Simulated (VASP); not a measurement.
# Cd4SeS3 (P3m1) in VASP: notebook

Aim: see how the results for Cd4SeS3 move with the level of theory and the settings. Levels: PBE, r2SCAN. Tasks: single point.

Program: VASP 6.6.1. These are calculated values, not measurements. Logs are shortened: lines on timing, memory, paths and dates and some standing lists are left out, and cuts for length are marked.

## 1. The cell of the first run

The structure is trigonal, space group P3m1 (No. 156). The conventional cell has a = 4.241 Å, b = 4.241 Å, c = 13.827 Å, α = 90.00°, β = 90.00°, γ = 120.00°. Within 3.4 Å of Cd (site symmetry 3m) lie 4 S at 2.57 to 2.58 Å. Cd (site symmetry 3m) has 3 S at 2.58 Å and 1 Se at 2.69 Å within 3.4 Å. Within 3.4 Å of Cd (site symmetry 3m) lie 4 S at 2.57 to 2.58 Å. Within 3.4 Å of Cd (site symmetry 3m) lie 1 S at 2.57 Å and 3 Se at 2.64 Å. Within 3.5 Å of Se (site symmetry 3m) lie 4 Cd at 2.64 to 2.69 Å. Within 3.4 Å of S (site symmetry 3m) lie 4 Cd at 2.57 to 2.58 Å. S (site symmetry 3m) has 4 Cd at 2.57 to 2.58 Å within 3.4 Å. Within 3.4 Å of S (site symmetry 3m) lie 4 Cd at 2.57 to 2.58 Å.

## 2. Single point, PBE

INCAR reads:

```
SYSTEM = Cd4SeS3
PREC     = Accurate       ! precision mode
ENCUT    = 520            ! plane-wave cutoff, eV
EDIFF    = 1E-7           ! SCF threshold, eV
ISMEAR   = 0              ! smearing method
SIGMA    = 0.1            ! smearing width, eV
LREAL    = .False.        ! projectors in reciprocal space
LASPH    = .True.         ! aspherical terms in the spheres
NELM     = 100            ! most SCF steps
ALGO     = Normal         ! electronic algorithm
ISIF     = 2              ! what is computed and relaxed
LWAVE    = .False.        ! write WAVECAR
LCHARG   = .False.        ! write CHGCAR
GGA      = PE             ! functional
NBANDS   = 46             ! bands
```

KPOINTS reads:

```
regular mesh
0
Gamma
  6 6 2
  0 0 0
```

POSCAR reads:

```
Cd4SeS3
1.0
    4.2414692000      0.0000000000      0.0000000000
   -2.1207346000      3.6732201000      0.0000000000
    0.0000000000      0.0000000000     13.8270021000
Cd Se S
4 1 3
Direct
    0.3333333000      0.6666667000      0.0047750000
    0.3333333000      0.6666667000      0.4942740000
    0.6666667000      0.3333333000      0.2495360000
    0.6666667000      0.3333333000      0.7604340000
    0.3333333000      0.6666667000      0.6885050000
    0.3333333000      0.6666667000      0.1908310000
    0.6666667000      0.3333333000      0.4356190000
    0.6666667000      0.3333333000      0.9460270000
```

Potentials or basis: VASP PAW PBE potentials, release 64 (Cd, Se, S).

Run with:

```console
$ cat potpaw_PBE.64/Cd/POTCAR potpaw_PBE.64/Se/POTCAR potpaw_PBE.64/S/POTCAR > POTCAR
$ mpirun -np 1 vasp_std > vasp.out
```

OUTCAR:

```text
SYSTEM = Cd4SeS3
   PREC = Accurate
   ENCUT = 520
   EDIFF = 1E-7
   ISMEAR = 0
   LREAL = .False.
   LASPH = .True.
   NELM = 100
   ISIF = 2
   GGA = PE

 ion  position               nearest neighbor table
   1  0.333  0.667  0.005-   6 2.57   8 2.58   8 2.58   8 2.58
   2  0.333  0.667  0.494-   7 2.58   7 2.58   7 2.58   5 2.69
   3  0.667  0.333  0.250-   7 2.57   6 2.58   6 2.58   6 2.58
   4  0.667  0.333  0.760-   8 2.57   5 2.64   5 2.64   5 2.64
   5  0.333  0.667  0.689-   4 2.64   4 2.64   4 2.64   2 2.69
   6  0.333  0.667  0.191-   1 2.57   3 2.58   3 2.58   3 2.58
   7  0.667  0.333  0.436-   3 2.57   2 2.58   2 2.58   2 2.58
   8  0.667  0.333  0.946-   4 2.57   1 2.58   1 2.58   1 2.58

  LATTYP: Found a hexagonal cell.
 ALAT       =     4.2414692000
 C/A-ratio  =     3.2599557955

  Lattice vectors:

 A1 = (   4.2414692000,   0.0000000000,   0.0000000000)
 A2 = (  -2.1207346000,   3.6732201000,   0.0000000000)
 A3 = (   0.0000000000,   0.0000000000,  13.8270021000)

Analysis of symmetry for initial positions (statically):
=====================================================================
 Subroutine PRICEL returns:
 Original cell was already a primitive cell.

 Routine SETGRP: Setting up the symmetry group for a
 hexagonal supercell.

 Subroutine GETGRP returns: Found  6 space group operations
 (whereof  6 operations were pure point group operations)
 out of a pool of 24 trial point group operations.

The static configuration has the point symmetry C_3v.

Analysis of symmetry for dynamics (positions and initial velocities):
=====================================================================
 Subroutine PRICEL returns:
 Original cell was already a primitive cell.

 Routine SETGRP: Setting up the symmetry group for a
 hexagonal supercell.

 Subroutine GETGRP returns: Found  6 space group operations
 (whereof  6 operations were pure point group operations)
 out of a pool of 24 trial point group operations.

The dynamic configuration has the point symmetry C_3v.

 Subroutine INISYM returns: Found  6 space group operations
 (whereof  6 operations are pure point group operations),
 and found     1 'primitive' translations

----------------------------------------------------------------------------------------

                                     Primitive cell

  volume of cell :     215.4226

  direct lattice vectors                    reciprocal lattice vectors
     4.241469200  0.000000000  0.000000000     0.235767361  0.136120348  0.000000000
    -2.120734600  3.673220100  0.000000000     0.000000000  0.272240697  0.000000000
     0.000000000  0.000000000 13.827002100     0.000000000  0.000000000  0.072322257

  length of vectors
     4.241469200  4.241469220 13.827002100     0.272240698  0.272240697  0.072322257

  position of ions in fractional coordinates (direct lattice)
     0.333333300  0.666666700  0.004775000
     0.333333300  0.666666700  0.494274000
     0.666666700  0.333333300  0.249536000
     0.666666700  0.333333300  0.760434000
     0.333333300  0.666666700  0.688505000
     0.333333300  0.666666700  0.190831000
     0.666666700  0.333333300  0.435619000
     0.666666700  0.333333300  0.946027000

  ion indices of the primitive-cell ions
   primitive index   ion index
                 1           1
                 2           2
                 3           3
                 4           4
                 5           5
                 6           6
                 7           7
                 8           8

----------------------------------------------------------------------------------------

 KPOINTS: regular mesh

Automatic generation of k-mesh.
 Grid dimensions read from file:
 generate k-points for:    6    6    2

 Generating k-lattice:

  Cartesian coordinates                     Fractional coordinates (reciprocal lattice)
     0.039294560  0.022686725  0.000000000     0.166666667 -0.000000000  0.000000000
     0.000000000  0.045373449  0.000000000     0.000000000  0.166666667  0.000000000
     0.000000000  0.000000000  0.036161129     0.000000000  0.000000000  0.500000000

  Length of vectors
     0.045373450  0.045373449  0.036161129

  Shift w.r.t. Gamma in fractional coordinates (k-lattice)
     0.000000000  0.000000000  0.000000000

 Subroutine IBZKPT returns following result:
 ===========================================

 Found     14 irreducible k-points:

 Following reciprocal coordinates:
            Coordinates               Weight
  0.000000  0.000000  0.000000      1.000000
  0.166667  0.000000  0.000000      6.000000
  0.333333  0.000000  0.000000      6.000000
  0.500000  0.000000  0.000000      3.000000
  0.166667  0.166667  0.000000      6.000000
  0.333333  0.166667  0.000000     12.000000
  0.333333  0.333333  0.000000      2.000000
  0.000000  0.000000  0.500000      1.000000
  0.166667  0.000000  0.500000      6.000000
  0.333333  0.000000  0.500000      6.000000
  0.500000  0.000000  0.500000      3.000000
  0.166667  0.166667  0.500000      6.000000
  0.333333  0.166667  0.500000     12.000000
  0.333333  0.333333  0.500000      2.000000
   k-points           NKPTS =     14   k-points in BZ     NKDIM =     14   number of bands    NBANDS=     46
   number of dos      NEDOS =    301   number of ions     NIONS =      8
   total plane-waves  NPLWV = 110592
   dimension x,y,z NGX =    32 NGY =   32 NGZ =  108
   dimension x,y,z NGXF=    64 NGYF=   64 NGZF=  216
   ions per type =               4   1   3
   NGX,Y,Z   is equivalent  to a cutoff of  12.54, 12.54, 12.99 a.u.
   NGXF,Y,Z  is equivalent  to a cutoff of  25.09, 25.09, 25.97 a.u.
 SYSTEM =  Cd4SeS3
   PREC   = accura    normal or accurate (medium, high low for compatibility)
   ISTART =      0    job   : 0-new  1-cont  2-samecut
   ICHARG =      2    charge: 1-file 2-atom 10-const
   ISPIN  =      1    spin polarized calculation?
   LNONCOLLINEAR =      F non collinear calculations
   LSORBIT =      F    spin-orbit coupling
   LASPH  =      T    aspherical Exc in radial PAW
   ENCUT  =  520.0 eV  38.22 Ry    6.18 a.u.   7.89  7.89 25.71*2*pi/ulx,y,z
   NELM   =    100;   NELMIN=  2; NELMDL= -5     # of ELM steps
   EDIFF  = 0.1E-06   stopping-criterion for ELM
   LREAL  =      F    real-space projection
   EDIFFG = 0.1E-05   stopping-criterion for IOM
   NSW    =      0    number of steps for IOM
   IBRION =     -1    ionic relax: 0-MD 1-quasi-New 2-CG
   NFREE  =      0    steps in history (QN), initial steepest desc. (CG)
   ISIF   =      2    stress and relaxation
   ISYM   =      2    0-nonsym 1-usesym 2-fastsym
   POTIM  = 0.5000    time-step for ionic-motion
   TEBEG  =    0.0;   TEEND  =   0.0 temperature during run
   PSTRESS=    0.0 pullay stress
   NELECT =      72.0000    total number of electrons
   NUPDOWN=      -1.0000    fix difference up-down
   EMIN   =  10.00;   EMAX   =-10.00  energy-range for DOS
   EFERMI =   0.00;   METHOD = LEGACY
   ISMEAR =     0;   SIGMA  =   0.10  broadening in eV -4-tet -1-fermi 0-gaus
   EFERMI_NEDOS =   21; number of points for ismear=-14 and -15
   IALGO  =     38    algorithm
   IMIX   =      4    mixing-type and parameters
     AMIX     =   0.40;   BMIX     =  1.00
     AMIX_MAG =   1.60;   BMIX_MAG =  1.00
  volume/ion in A,a.u.               =      26.93       181.72
  Fermi-wavevector in a.u.,A,eV,Ry     =   1.136114  2.146944 17.561787  1.290755
  Thomas-Fermi vector in A             =   2.272819
   LORBIT       =      0    0 simple, 1 ext, 2 COOP (PROOUT), +10 PAW based schemes
   GGA     = PE    functional components
   LHFCALC =     F    Hartree Fock is set to
   AEXX    =    0.0000 exact exchange contribution
   IVDW    =     0    specifies the selected vdW correction
   LEPSILON=     F    determine dielectric tensor
   LRPA    =     F    only Hartree local field effects (RPA)
 non-spin polarized calculation
 Gauss-broadening in eV      SIGMA  =   0.10
  energy-cutoff  :      520.00
  volume of cell :      215.42
 maximum number of plane-waves:      5832
 NGX is ok and might be reduce to    32
   NGX = 15   NGY = 15   NGZ = 51

 number of electron      72.0000003 magnetization

 Free energy of the ion-electron system (eV)
  ---------------------------------------------------
  ext. energy  EPLUGINS =         0.00000000
  ---------------------------------------------------
  free energy    TOTEN  =       -23.89589296 eV

  energy without entropy =      -23.89589296  energy(sigma->0) =      -23.89589296

 E-fermi :   1.3945     XC(G=0):  -8.8470

 val. band max:        1.0173242656   @ k =   0.0000   0.0000   0.0000
 cond. band min:       1.7586086461   @ k =   0.0000   0.0000   0.0000
 fundamental gap:      0.7412843805
 Fermi energy:         1.3944867856

 k-point     1 :       0.0000    0.0000    0.0000
  band No.  band energies     occupation
      1     -11.3329      2.00000
      2     -11.1473      2.00000
      3     -11.1363      2.00000
      4     -10.9551      2.00000
      5      -6.8167      2.00000
      6      -6.8167      2.00000
[... 38 lines left out ...]
     45       7.4434      0.00000
     46       7.4452      0.00000

 k-point     2 :       0.1667    0.0000    0.0000
  band No.  band energies     occupation
      1     -11.2506      2.00000
      2     -11.0848      2.00000
      3     -11.0771      2.00000
      4     -10.9193      2.00000
      5      -6.7858      2.00000
      6      -6.7822      2.00000
[... 38 lines left out ...]
     45       7.4757      0.00000
     46       7.6141      0.00000

 k-point     3 :       0.3333    0.0000    0.0000
  band No.  band energies     occupation
      1     -11.0731      2.00000
      2     -10.9595      2.00000
      3     -10.9581      2.00000
      4     -10.8588      2.00000
      5      -6.7433      2.00000
      6      -6.7278      2.00000
[... 528 lines left out ...]
     45       7.2964      0.00000
     46       7.4115      0.00000

 k-point    14 :       0.3333    0.3333    0.5000
  band No.  band energies     occupation
      1     -10.8992      2.00000
      2     -10.8729      2.00000
      3     -10.8681      2.00000
      4     -10.8545      2.00000
      5      -6.7282      2.00000
      6      -6.6896      2.00000
[... 38 lines left out ...]
     45       7.2760      0.00000
     46       7.5193      0.00000

------------------------ aborting loop because EDIFF is reached ----------------------------------------

  FORCE on cell =-STRESS in cart. coord.  units (eV):
  Direction    XX          YY          ZZ          XY          YZ          ZX
  --------------------------------------------------------------------------------------
  -------------------------------------------------------------------------------------
  Total        0.3875493      0.3875493      0.3916040     -0.0000000     -0.0000000      0.0000000
  in kB        2.8823465      2.8823465      2.9125034     -0.0000000     -0.0000000      0.0000000
  external PRESSURE =       2.8923988 kB  Pullay stress =       0.0000000 kB

 VOLUME and BASIS-vectors are now :
 -----------------------------------------------------------------------------
  energy-cutoff  :      520.00
  volume of cell :      215.42
      direct lattice vectors                 reciprocal lattice vectors
     4.241469200  0.000000000  0.000000000     0.235767361  0.136120348  0.000000000
    -2.120734600  3.673220100  0.000000000     0.000000000  0.272240697  0.000000000
     0.000000000  0.000000000 13.827002100     0.000000000  0.000000000  0.072322257

 POSITION                                       TOTAL-FORCE (eV/Angst)
 -----------------------------------------------------------------------------------
     -0.00000      2.44881      0.06602        -0.000000      0.000000     -0.003720
     -0.00000      2.44881      6.83433        -0.000000      0.000000      0.003599
      2.12073      1.22441      3.45033         0.000000     -0.000000     -0.004458
      2.12073      1.22441     10.51452         0.000000     -0.000000      0.002734
     -0.00000      2.44881      9.51996         0.000000      0.000000     -0.014128
     -0.00000      2.44881      2.63862        -0.000000      0.000000      0.004523
      2.12073      1.22441      6.02330        -0.000000      0.000000      0.004425
      2.12073      1.22441     13.08072         0.000000     -0.000000      0.007026
 -----------------------------------------------------------------------------------
    total drift:                               -0.000038      0.000022      0.000682

  FREE ENERGIE OF THE ION-ELECTRON SYSTEM (eV)
  ---------------------------------------------------
  free  energy   TOTEN  =       -23.8958929641 eV

  energy  without entropy=      -23.8958929613  energy(sigma->0) =      -23.89589296
```

Run time: 90 s. Hardware: 1 thread of AMD EPYC 9R45 (Zen 5), shared host; peak memory 0.36 GiB.

Results:

```
Free energy            : -23.8959 eV
Pressure               : 0.3 GPa
Largest force          : 0.014 eV/Å
Band gap on the k mesh : 0.74 eV
```

Forces in eV/Å, atoms in the order of the input:
```
Cd   0.000  0.000 -0.004
Cd   0.000  0.000  0.004
Cd   0.000  0.000 -0.004
Cd   0.000  0.000  0.003
Se   0.000  0.000 -0.014
S    0.000  0.000  0.005
S    0.000  0.000  0.004
S    0.000  0.000  0.007
```

Levels at points of the mesh, in eV from the valence-band top:
```
           k point  band 33  band 34  band 35  band 36  band 37  band 38  band 39  band 40
(0.00, 0.00, 0.00)    -0.52    -0.27     0.00     0.00     0.74     2.29     2.34     2.61
(0.50, 0.00, 0.00)    -1.46    -1.34    -1.31    -0.78     3.08     3.09     3.26     3.53
(0.00, 0.00, 0.50)    -0.46    -0.46    -0.01    -0.01     1.63     1.67     2.34     2.60
(0.50, 0.00, 0.50)    -1.31    -1.19    -1.16    -0.83     2.90     2.94     3.48     3.59
```

Caveat: semilocal functionals underestimate gaps, and a narrow one can read as zero.

## 3. Single point, PBE

INCAR reads:

```
ALGO     = Normal         # electronic algorithm
EDIFF    = 1E-6           # SCF threshold, eV
ENCUT    = 520            # plane-wave cutoff, eV
GGA      = PE             # functional
ISIF     = 2              # what is computed and relaxed
ISMEAR   = 0              # smearing method
LASPH    = True           # aspherical terms in the spheres
LCHARG   = True           # write CHGCAR
LELF     = True           # ELF
LREAL    = False          # projectors in reciprocal space
LVHAR    = True         
LWAVE    = False          # write WAVECAR
NBANDS   = 46             # bands
NELM     = 60             # most SCF steps
PREC     = Accurate       # precision mode
SIGMA    = 0.02           # smearing width, eV
```

KPOINTS reads:

```
k-points
0
Gamma
  6 6 2
```

POSCAR reads:

```
Cd4SeS3
1.0
    4.2414692135      0.0000000000      0.0000000000
   -2.1207346068      3.6732200883      0.0000000000
    0.0000000000      0.0000000000     13.8270021000
Cd Se S
4 1 3
Direct
    0.3333333333      0.6666666667      0.0047750000
    0.3333333333      0.6666666667      0.4942740000
    0.6666666667      0.3333333333      0.2495360000
    0.6666666667      0.3333333333      0.7604340000
    0.3333333333      0.6666666667      0.6885050000
    0.3333333333      0.6666666667      0.1908310000
    0.6666666667      0.3333333333      0.4356190000
    0.6666666667      0.3333333333      0.9460270000
```

Potentials or basis: VASP PAW PBE potentials, release 64 (Cd, Se, S).

Run with:

```console
$ cat potpaw_PBE.64/Cd/POTCAR potpaw_PBE.64/Se/POTCAR potpaw_PBE.64/S/POTCAR > POTCAR
$ mpirun -np 1 vasp_std > vasp.out
```

Run time: 91 s. Hardware: 1 thread of AMD EPYC 9R45 (Zen 5), shared host; peak memory 0.35 GiB.

The run converged. Its results:

```
Free energy            : -23.8959 eV
Pressure               : 0.3 GPa
Largest force          : 0.014 eV/Å
Band gap on the k mesh : 0.74 eV
```

Forces in eV/Å, atoms in the order of the input:
```
Cd   0.000  0.000 -0.004
Cd   0.000  0.000  0.004
Cd   0.000  0.000 -0.004
Cd   0.000  0.000  0.003
Se   0.000  0.000 -0.014
S    0.000  0.000  0.005
S    0.000  0.000  0.004
S    0.000  0.000  0.007
```

Levels at points of the mesh, in eV from the valence-band top:
| k point | band 32 | band 33 | band 34 | band 35 | band 36 | band 37 | band 38 | band 39 | band 40 | band 41 |
| --- | --- | --- | --- | --- | --- | --- | --- | --- | --- | --- |
| (0.00, 0.00, 0.00) | -0.52 | -0.52 | -0.27 | 0.00 | 0.00 | 0.74 | 2.29 | 2.34 | 2.61 | 5.68 |
| (0.50, 0.00, 0.00) | -1.52 | -1.46 | -1.34 | -1.31 | -0.78 | 3.08 | 3.09 | 3.26 | 3.53 | 4.78 |
| (0.00, 0.00, 0.50) | -0.79 | -0.46 | -0.46 | -0.01 | -0.01 | 1.63 | 1.67 | 2.34 | 2.60 | 5.78 |
| (0.50, 0.00, 0.50) | -1.73 | -1.31 | -1.19 | -1.16 | -0.83 | 2.90 | 2.94 | 3.48 | 3.59 | 5.06 |

Caveat: semilocal functionals underestimate gaps, and a narrow one can read as zero.

(Part 1 of 2 ends here.)
